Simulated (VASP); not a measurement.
Set up this calculation in VASP 6.6.1, as the native input.

```
Task                   : single point
Functional             : PBEsol
Potentials or basis    : VASP PAW PBE potentials, release 64 (W_sv, S)
Cutoff                 : 520 eV
k mesh                 : 6 × 6 × 2
Occupations            : gaussian, width 0.1 eV
Spin                   : no spin polarisation
Dipole correction      : no
Further INCAR settings : ALGO = Normal; EDIFF = 1e-06; NBANDS = 35
```

The structure of WS2 (sol) lies in POSCAR:

```
WS2
1.0
    3.1842228900      0.0000000000      0.0000000000
   -1.5921114500      2.7576179200      0.0000000000
    0.0000000000      0.0000000000     12.9782823600
W S
2 4
Direct
    0.3333333300      0.6666666700      0.2500000000
    0.6666666700      0.3333333300      0.7500000000
    0.3333333300      0.6666666700      0.6298049400
    0.6666666700      0.3333333300      0.1298049400
    0.3333333300      0.6666666700      0.8701950600
    0.6666666700      0.3333333300      0.3701950600
```

One way to write it, as run:

INCAR

```
SYSTEM = WS2
ALGO = Normal
EDIFF = 1E-6
ENCUT = 520
GGA = PS
ISIF = 2
ISMEAR = 0
LASPH = .True.
LCHARG = .True.
LELF = .True.
LREAL = .False.
LVHAR = .True.
LWAVE = .False.
NBANDS = 35
NELM = 80
PREC = Accurate
SIGMA = 0.1
```

KPOINTS

```
k-points
0
Gamma
  6 6 2
  0 0 0
```

Potentials or basis: VASP PAW PBE potentials, release 64 (W_sv, S).

Launch:

```sh
$ cat potpaw_PBE.64/W_sv/POTCAR potpaw_PBE.64/S/POTCAR > POTCAR
$ mpirun -np 1 vasp_std > vasp.out
```

Results of the run:

```
Pressure               : -2.8 GPa
Largest force          : 0.087 eV/Å
Band gap on the k mesh : 1.20 eV, indirect (least direct gap 1.73 eV)
```

Caveat: the PAW data sets were made with another functional, which shifts forces and pressure a little; spin-orbit coupling is left out, which moves the levels of the heavy elements; this functional lacks dispersion, which binds the layers, so the pressure and a relaxed spacing across them are unreliable.

It took 24 s on 1 thread of Intel(R) Xeon(R) 6975P-C (Granite Rapids), on a shared host, peak memory 0.24 GiB.
